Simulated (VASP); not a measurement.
A run of VASP 6.6.1:

INCAR

```
SYSTEM = NiS
PREC = Accurate
ENCUT = 600
EDIFF = 1E-6
ISMEAR = 0
SIGMA = 0.1
LREAL = .False.
LASPH = .True.
NELM = 60
ALGO = Normal
ISIF = 3
LWAVE = .False.
LCHARG = .False.
GGA = PS
IBRION = 2
NSW = 100
EDIFFG = -0.005
```

KPOINTS

```
regular mesh
0
Gamma
  12 12 8
  0 0 0
```

File POSCAR:

```
NiS
1.0
    3.4069804643      0.0000000000      0.0000000000
   -1.7034902321      2.9505316323      0.0000000000
    0.0000000000      0.0000000000      5.0601525341
Ni S
2 2
Direct
    0.0000000000      0.0000000000      0.0000000000
    0.0000000000      0.0000000000      0.5000000000
    0.3333333333      0.6666666667      0.2500000000
    0.6666666667      0.3333333333      0.7500000000
```

Potentials or basis: VASP PAW PBE potentials, release 64 (Ni, S).

The run is started by

```bash
$ cat potpaw_PBE.64/Ni/POTCAR potpaw_PBE.64/S/POTCAR > POTCAR
$ mpirun -np 1 vasp_std > vasp.out
```

Hardware: 1 thread of Intel(R) Xeon(R) Platinum 8259CL CPU @ 2.50GHz (Skylake/Cascade Lake), with other jobs on the host.

Q: How long does it take, and how much memory?

A: It took 8.2 min on 1 thread of Intel(R) Xeon(R) Platinum 8259CL CPU @ 2.50GHz (Skylake/Cascade Lake), with other jobs on the host, peak memory 0.25 GiB. Counts: scf iterations 60, k points 95, ion steps 9.
